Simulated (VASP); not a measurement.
**Zn3SeS2: single point with PBE**

The system is Zn3SeS2.

```
Zn Se S
1.0
     3.91728    0.00000    0.00000
    -1.95864    3.39246    0.00000
     0.00000    0.00000    9.59962
Zn Se S
3 1 2
Direct
  0.00000 0.00000 0.00959
  0.66667 0.33333 0.33349
  0.33333 0.66667 0.65651
  0.00000 0.00000 0.75144
  0.66667 0.33333 0.08742
  0.33333 0.66667 0.41156
```

```
Program             : VASP 6.6.1
Task                : single point
Functional          : PBE
Potentials or basis : VASP PAW PBE potentials, release 64 (Zn, Se, S)
Cutoff              : 520 eV
k mesh              : 12 × 12 × 4
Occupations         : gaussian, width 0.02 eV
Spin                : no spin polarisation
```

```yaml
Pressure: 0.2 GPa
Largest_force: 0.009 eV/Å
Band_gap_on_the_k_mesh: 1.43 eV, direct
```

Forces in eV/Å, atoms in the order of the input:
```
Zn   0.000  0.000  0.009
Zn   0.000  0.000 -0.005
Zn   0.000  0.000 -0.008
Se   0.000  0.000  0.004
S    0.000  0.000  0.000
S    0.000  0.000  0.001
```

Levels at points of the mesh, in eV from the valence-band top:
```
           k point  band 25  band 26  band 27  band 28  band 29  band 30
(0.00, 0.00, 0.00)    -0.28     0.00     0.00     1.43     2.69     3.11
(0.50, 0.00, 0.00)    -1.90    -1.65    -1.13     3.05     3.57     3.68
(0.00, 0.00, 0.50)    -0.74    -0.06    -0.06     2.50     2.53     3.01
(0.50, 0.00, 0.50)    -1.95    -1.07    -0.95     2.74     3.45     3.73
```

Run time: 7.5 min on 1 thread of Intel(R) Xeon(R) Platinum 8259CL CPU @ 2.50GHz (Skylake/Cascade Lake) (shared host), peak memory 0.43 GiB.

A k mesh can miss the band edges.
